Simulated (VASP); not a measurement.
# Al (Im-3m) in VASP: further runs

Al is run at these levels: LDA; tasks: single point.

Everything below comes from runs of VASP 6.6.1. Logs are shortened: lines on timing, memory, paths and dates and some standing lists are left out, and cuts for length are marked.

### Step 1. The cell of the first run

Symmetry: Im-3m, No. 229, cubic system. The conventional cell has a = 2.564 Å, b = 2.564 Å, c = 2.564 Å, α = 90.00°, β = 90.00°, γ = 90.00°. Within 2.9 Å of Al (site symmetry m-3m) lie 14 Al at 2.22 to 2.56 Å.

### Step 2. Single point, LDA (volume scaled by 0.52)

Contents of INCAR:

```
SYSTEM = Al
ALGO     = Normal         ! electronic algorithm
EDIFF    = 1E-7           ! SCF threshold, eV
ENCUT    = 520            ! plane-wave cutoff, eV
ISIF     = 2              ! what is computed and relaxed
ISMEAR   = -1             ! smearing method
LASPH    = .True.         ! aspherical terms in the spheres
LCHARG   = .False.        ! write CHGCAR
LREAL    = .False.        ! projectors in reciprocal space
LWAVE    = .False.        ! write WAVECAR
NBANDS   = 8              ! bands
NELM     = 60             ! most SCF steps
PREC     = Accurate       ! precision mode
SIGMA    = 0.08           ! smearing width, eV
```

Contents of KPOINTS:

```
k-points
0
Gamma
  19 19 19
  0 0 0
```

Contents of POSCAR:

```
Al
1.0
   -1.2821063290      1.2821063290      1.2821063290
    1.2821063290     -1.2821063290      1.2821063290
    1.2821063290      1.2821063290     -1.2821063290
Al
1
Direct
    0.0000000000      0.0000000000      0.0000000000
```

Potentials or basis: VASP PAW LDA potentials, release 64 (Al).

Run with:

```
cat potpaw_LDA.64/Al/POTCAR > POTCAR
mpirun -np 1 vasp_std > vasp.out
```

OUTCAR:

```text
SYSTEM = Al
   EDIFF = 1E-7
   ENCUT = 520
   ISIF = 2
   ISMEAR = -1
   LASPH = .True.
   LREAL = .False.
   NELM = 60
   PREC = Accurate

 ion  position               nearest neighbor table
   1  0.000  0.000  0.000-

  LATTYP: Found a body centered cubic cell.
 ALAT       =     2.5642126580

  Lattice vectors:

 A1 = (  -1.2821063290,   1.2821063290,   1.2821063290)
 A2 = (   1.2821063290,  -1.2821063290,   1.2821063290)
 A3 = (   1.2821063290,   1.2821063290,  -1.2821063290)

Analysis of symmetry for initial positions (statically):
=====================================================================
 Subroutine PRICEL returns:
 Original cell was already a primitive cell.

 Routine SETGRP: Setting up the symmetry group for a
 body centered cubic supercell.

 Subroutine GETGRP returns: Found 48 space group operations
 (whereof 48 operations were pure point group operations)
 out of a pool of 48 trial point group operations.

The static configuration has the point symmetry O_h .

Analysis of symmetry for dynamics (positions and initial velocities):
=====================================================================
 Subroutine PRICEL returns:
 Original cell was already a primitive cell.

 Routine SETGRP: Setting up the symmetry group for a
 body centered cubic supercell.

 Subroutine GETGRP returns: Found 48 space group operations
 (whereof 48 operations were pure point group operations)
 out of a pool of 48 trial point group operations.

The dynamic configuration has the point symmetry O_h .

 Subroutine INISYM returns: Found 48 space group operations
 (whereof 48 operations are pure point group operations),
 and found     1 'primitive' translations

----------------------------------------------------------------------------------------

                                     Primitive cell

  volume of cell :       8.4301

  direct lattice vectors                    reciprocal lattice vectors
    -1.282106329  1.282106329  1.282106329     0.000000000  0.389983255  0.389983255
     1.282106329 -1.282106329  1.282106329     0.389983255  0.000000000  0.389983255
     1.282106329  1.282106329 -1.282106329     0.389983255  0.389983255  0.000000000

  length of vectors
     2.220673303  2.220673303  2.220673303     0.551519609  0.551519609  0.551519609

  position of ions in fractional coordinates (direct lattice)
     0.000000000  0.000000000  0.000000000

  ion indices of the primitive-cell ions
   primitive index   ion index
                 1           1

[... 71 lines left out ...]
   EDIFF  = 0.1E-06   stopping-criterion for ELM
   LREAL  =      F    real-space projection
   EDIFFG = 0.1E-05   stopping-criterion for IOM
   NSW    =      0    number of steps for IOM
   IBRION =     -1    ionic relax: 0-MD 1-quasi-New 2-CG
   NFREE  =      0    steps in history (QN), initial steepest desc. (CG)
   ISIF   =      2    stress and relaxation
   ISYM   =      2    0-nonsym 1-usesym 2-fastsym
   POTIM  = 0.5000    time-step for ionic-motion
   TEBEG  =    0.0;   TEEND  =   0.0 temperature during run
   PSTRESS=    0.0 pullay stress
   NELECT =       3.0000    total number of electrons
   NUPDOWN=      -1.0000    fix difference up-down
   EMIN   =  10.00;   EMAX   =-10.00  energy-range for DOS
   EFERMI =   0.00;   METHOD = LEGACY
   ISMEAR =    -1;   SIGMA  =   0.08  broadening in eV -4-tet -1-fermi 0-gaus
   EFERMI_NEDOS =   21; number of points for ismear=-14 and -15
   IALGO  =     38    algorithm
   IMIX   =      4    mixing-type and parameters
     AMIX     =   0.40;   BMIX     =  1.00
     AMIX_MAG =   1.60;   BMIX_MAG =  1.00
  volume/ion in A,a.u.               =       8.43        56.89
  Fermi-wavevector in a.u.,A,eV,Ry     =   1.160124  2.192317 18.311925  1.345889
  Thomas-Fermi vector in A             =   2.296710
   LORBIT       =      0    0 simple, 1 ext, 2 COOP (PROOUT), +10 PAW based schemes
   GGA     = CA    functional components
   LHFCALC =     F    Hartree Fock is set to
   AEXX    =    0.0000 exact exchange contribution
   IVDW    =     0    specifies the selected vdW correction
   LEPSILON=     F    determine dielectric tensor
   LRPA    =     F    only Hartree local field effects (RPA)
 non-spin polarized calculation
  energy-cutoff  :      520.00
  volume of cell :        8.43
 maximum number of plane-waves:       236
 NGX is ok and might be reduce to    18
   NGX =  9   NGY =  9   NGZ =  9

 number of electron       3.0000000 magnetization

 Free energy of the ion-electron system (eV)
  ---------------------------------------------------
  ext. energy  EPLUGINS =         0.00000000
  ---------------------------------------------------
  free energy    TOTEN  =        -1.42462738 eV

  energy without entropy =       -1.41935347  energy(sigma->0) =       -1.42199043

 E-fermi :  16.8013     XC(G=0): -13.1043

 val. band max:       16.7620512624   @ k =  -0.4737  -0.4737   0.3684
 cond. band min:      16.8121428682   @ k =  -0.3684   0.4211   0.1579
 fundamental gap:      0.0500916058
 Fermi energy:        16.8012755216

 k-point     1 :       0.0000    0.0000    0.0000
  band No.  band energies     occupation
      1       0.4316      2.00000
      2      34.8817      0.00000
      3      34.8817      0.00000
      4      34.8817      0.00000
      5      39.3875      0.00000
      6      39.3875      0.00000
      7      42.4559      0.00000
      8      42.4559      0.00000
[... 243 lines left out ...]
 k-point    24 :       0.3158    0.1053    0.0000
  band No.  band energies     occupation
      1       6.5628      2.00000
      2      17.0866      0.05493
      3      24.9310      0.00000
      4      31.3849      0.00000
      5      34.4311      0.00000
      6      39.1520      0.00000
      7      43.8517      0.00000
      8      49.3043      0.00000

 [... further k-points ...]
[... 5 lines left out ...]
  --------------------------------------------------------------------------------------
  -------------------------------------------------------------------------------------
  Total       10.1456074     10.1456074     10.1456074     -0.0000000     -0.0000000      0.0000000
  in kB     1928.2196845   1928.2196845   1928.2196845     -0.0000000     -0.0000000      0.0000000
  external PRESSURE =    1928.2196845 kB  Pullay stress =       0.0000000 kB

 VOLUME and BASIS-vectors are now :
 -----------------------------------------------------------------------------
  energy-cutoff  :      520.00
  volume of cell :        8.43
      direct lattice vectors                 reciprocal lattice vectors
    -1.282106329  1.282106329  1.282106329     0.000000000  0.389983255  0.389983255
     1.282106329 -1.282106329  1.282106329     0.389983255  0.000000000  0.389983255
     1.282106329  1.282106329 -1.282106329     0.389983255  0.389983255  0.000000000

 POSITION                                       TOTAL-FORCE (eV/Angst)
 -----------------------------------------------------------------------------------
      0.00000      0.00000      0.00000        -0.000000      0.000000      0.000000
 -----------------------------------------------------------------------------------
    total drift:                                0.000000      0.000000      0.000000

  FREE ENERGIE OF THE ION-ELECTRON SYSTEM (eV)
  ---------------------------------------------------
  free  energy   TOTEN  =        -1.4246273828 eV

  energy  without entropy=       -1.4193534747  energy(sigma->0) =       -1.42199043
```

OSZICAR:

```text
N       E                     dE             d eps       ncg     rms          rms(c)
DAV:   1     0.636805647518E+00    0.63681E+00   -0.10838E+03  3560   0.221E+02
DAV:   2    -0.155816897778E+01   -0.21950E+01   -0.21342E+01  5328   0.263E+01
DAV:   3    -0.156257191613E+01   -0.44029E-02   -0.43972E-02  4136   0.137E+00
DAV:   4    -0.156257601816E+01   -0.41020E-05   -0.41026E-05  5728   0.370E-02
DAV:   5    -0.156257602040E+01   -0.22393E-08   -0.25192E-08  4280   0.436E-04    0.377E+00
DAV:   6    -0.147586523602E+01    0.86711E-01   -0.28227E-03  3768   0.312E-01    0.197E+00
DAV:   7    -0.142490165094E+01    0.50964E-01   -0.61269E-03  3744   0.445E-01    0.417E-01
DAV:   8    -0.142462782421E+01    0.27383E-03   -0.85658E-05  5712   0.478E-02    0.589E-02
DAV:   9    -0.142462748596E+01    0.33825E-06   -0.46304E-07  4176   0.423E-03    0.178E-03
DAV:  10    -0.142462738308E+01    0.10288E-06   -0.22048E-08  5032   0.110E-03    0.708E-04
DAV:  11    -0.142462738281E+01    0.26921E-09   -0.35888E-10  2352   0.140E-04
   1 F= -.14246274E+01 E0= -.14219904E+01  d E =-.527391E-02
```

It took 11 s on 1 thread of Intel Xeon Platinum 8259CL at 2.50GHz (Skylake/Cascade Lake), shared host; peak memory 0.11 GiB.

What came out:

| Quantity | Value |
| --- | --- |
| Free energy | -1.4246 eV |
| Pressure | 192.8 GPa |

### Step 3. Single point, LDA (volume scaled by 0.6)

Contents of INCAR:

```
PREC = Accurate
ENCUT = 520
EDIFF = 1E-6
ISMEAR = -1
SIGMA = 0.08
LREAL = F
LASPH = T
NELM = 80
ALGO = Normal
ISIF = 2
LWAVE = F
LCHARG = T
GGA = CA
LELF = T
LVHAR = T
NBANDS = 8
```

Contents of KPOINTS:

```
regular mesh
0
Gamma
  19 19 19
```

Contents of POSCAR:

```
Al
1.0
   -1.3447452316      1.3447452316      1.3447452316
    1.3447452316     -1.3447452316      1.3447452316
    1.3447452316      1.3447452316     -1.3447452316
Al
1
Direct
    0.0000000000      0.0000000000      0.0000000000
```

Potentials or basis: VASP PAW LDA potentials, release 64 (Al).

Run with:

```
cat potpaw_LDA.64/Al/POTCAR > POTCAR
mpirun -np 1 vasp_std > vasp.out
```

OUTCAR:

```text
PREC = Accurate
   ENCUT = 520
   EDIFF = 1E-6
   ISMEAR = -1
   LREAL = F
   LASPH = T
   NELM = 80
   ISIF = 2
   GGA = CA

 ion  position               nearest neighbor table
   1  0.000  0.000  0.000-

  LATTYP: Found a body centered cubic cell.
 ALAT       =     2.6894904632

  Lattice vectors:

 A1 = (  -1.3447452316,   1.3447452316,   1.3447452316)
 A2 = (   1.3447452316,  -1.3447452316,   1.3447452316)
 A3 = (   1.3447452316,   1.3447452316,  -1.3447452316)

Analysis of symmetry for initial positions (statically):
=====================================================================
 Subroutine PRICEL returns:
 Original cell was already a primitive cell.

 Routine SETGRP: Setting up the symmetry group for a
 body centered cubic supercell.

 Subroutine GETGRP returns: Found 48 space group operations
 (whereof 48 operations were pure point group operations)
 out of a pool of 48 trial point group operations.

The static configuration has the point symmetry O_h .

Analysis of symmetry for dynamics (positions and initial velocities):
=====================================================================
 Subroutine PRICEL returns:
[... 153 lines left out ...]
  energy without entropy =       -2.62450320  energy(sigma->0) =       -2.62756365

 E-fermi :  14.5515     XC(G=0): -12.4676

 val. band max:       14.5509519832   @ k =  -0.3158   0.4737   0.1053
 cond. band min:      14.5751383035   @ k =  -0.4211   0.4211   0.2632
 fundamental gap:      0.0241863202
 Fermi energy:        14.5514759844

 k-point     1 :       0.0000    0.0000    0.0000
  band No.  band energies     occupation
      1      -0.6679      2.00000
      2      31.3756      0.00000
      3      31.3756      0.00000
      4      31.3756      0.00000
      5      35.5326      0.00000
      6      35.5326      0.00000
      7      38.4330      0.00000
      8      38.4330      0.00000
[... 243 lines left out ...]
 k-point    24 :       0.3158    0.1053    0.0000
  band No.  band energies     occupation
      1       4.9678      2.00000
      2      14.7644      0.13054
      3      22.1112      0.00000
      4      27.3042      0.00000
      5      30.6895      0.00000
      6      34.7656      0.00000
      7      39.0488      0.00000
      8      44.0227      0.00000

 [... further k-points ...]
[... 5 lines left out ...]
  --------------------------------------------------------------------------------------
  -------------------------------------------------------------------------------------
  Total        6.8313315      6.8313315      6.8313315      0.0000000     -0.0000000     -0.0000000
  in kB     1125.2160411   1125.2160411   1125.2160411      0.0000000     -0.0000000     -0.0000000
  external PRESSURE =    1125.2160411 kB  Pullay stress =       0.0000000 kB

 VOLUME and BASIS-vectors are now :
 -----------------------------------------------------------------------------
  energy-cutoff  :      520.00
  volume of cell :        9.73
      direct lattice vectors                 reciprocal lattice vectors
    -1.344745232  1.344745232  1.344745232     0.000000000  0.371817641  0.371817641
     1.344745232 -1.344745232  1.344745232     0.371817641  0.000000000  0.371817641
     1.344745232  1.344745232 -1.344745232     0.371817641  0.371817641  0.000000000

 POSITION                                       TOTAL-FORCE (eV/Angst)
 -----------------------------------------------------------------------------------
      0.00000      0.00000      0.00000        -0.000000      0.000000      0.000000
 -----------------------------------------------------------------------------------
    total drift:                                0.000000      0.000000      0.000000

  FREE ENERGIE OF THE ION-ELECTRON SYSTEM (eV)
  ---------------------------------------------------
  free  energy   TOTEN  =        -2.6306240981 eV

  energy  without entropy=       -2.6245031978  energy(sigma->0) =       -2.62756365
```

stdout:

```text
POSCAR found type information on POSCAR Al
 POSCAR found :  1 types and       1 ions
 scaLAPACK will be used
 LDA part: xc-table for (Slater(with rela. corr.)+CA(PZ))
 , standard interpolation
 POSCAR, INCAR and KPOINTS ok, starting setup
 FFT: planning ... GRIDC
 FFT: planning ... GRID_SOFT
 FFT: planning ... GRID
 WAVECAR not read
 entering main loop
```

Run time: 9.4 s. Hardware: 1 thread of Intel Xeon Platinum 8259CL at 2.50GHz (Skylake/Cascade Lake), shared host; peak memory 0.12 GiB.

Results:

```yaml
Free_energy: -2.6306 eV
Pressure: 112.5 GPa
```

Levels at points of the mesh, in eV from the Fermi level:
```csv
k point,band 1,band 2,band 3,band 4,band 5
"(0.00, 0.00, 0.00)",-15.22,16.82,16.82,16.82,20.98
```

### Step 4. Single point, LDA (volume scaled by 0.68)

Contents of INCAR:

```
SYSTEM = Al
  PREC = Accurate
  ENCUT = 520
  EDIFF = 1E-6
  ISMEAR = -1
  SIGMA = 0.08
  LREAL = .FALSE.
  LASPH = .TRUE.
  NELM = 60
  ALGO = Normal
  ISIF = 2
  LWAVE = .FALSE.
  LCHARG = .TRUE.
  GGA = CA
  LELF = .TRUE.
  LVHAR = .TRUE.
  NBANDS = 8
```

Contents of KPOINTS:

```
Automatic mesh
0
G
  19 19 19
  0 0 0
```

Contents of POSCAR:

```
Al
1.0
   -1.4020362215      1.4020362215      1.4020362215
    1.4020362215     -1.4020362215      1.4020362215
    1.4020362215      1.4020362215     -1.4020362215
Al
1
Direct
    0.0000000000      0.0000000000      0.0000000000
```

Run with:

```
cat potpaw_LDA.64/Al/POTCAR > POTCAR
mpirun -np 1 vasp_std > vasp.out
```

It took 9.5 s on 1 thread of Intel Xeon Platinum 8259CL at 2.50GHz (Skylake/Cascade Lake), shared host; peak memory 0.12 GiB.

The run converged. Its results:

- Free energy: -3.3355 eV
- Pressure: 65.6 GPa

Levels at points of the mesh, in eV from the Fermi level:
| k point | band 1 | band 2 | band 3 | band 4 | band 5 | band 6 |
| --- | --- | --- | --- | --- | --- | --- |
| (0.00, 0.00, 0.00) | -14.19 | 15.84 | 15.84 | 15.84 | 19.72 | 19.72 |

### Step 5. Single point, LDA (volume scaled by 0.68)

Contents of INCAR:

```
SYSTEM = Al
ALGO = Normal ; EDIFF = 1E-7
ENCUT = 520 ; ISIF = 2
ISMEAR = -1 ; LASPH = .TRUE.
LCHARG = .FALSE. ; LREAL = .FALSE.
LWAVE = .FALSE. ; NBANDS = 8
NELM = 100 ; PREC = Accurate
SIGMA = 0.08
```

Contents of KPOINTS:

```
k-points
0
G
  19 19 19
  0 0 0
```

POSCAR is that of step 4.

Run with:

```
cat potpaw_LDA.64/Al/POTCAR > POTCAR
mpirun -np 1 vasp_std > vasp.out
```

It took 10 s on 1 thread of Intel Xeon Platinum 8259CL at 2.50GHz (Skylake/Cascade Lake), shared host; peak memory 0.12 GiB.

It converged, with:

- Free energy: -3.3355 eV
- Pressure: 65.6 GPa

Levels at points of the mesh, in eV from the Fermi level:
```csv
k point,band 1,band 2,band 3,band 4,band 5
"(0.00, 0.00, 0.00)",-14.19,15.84,15.84,15.84,19.72
```

(Continued in part 2 of 2.)
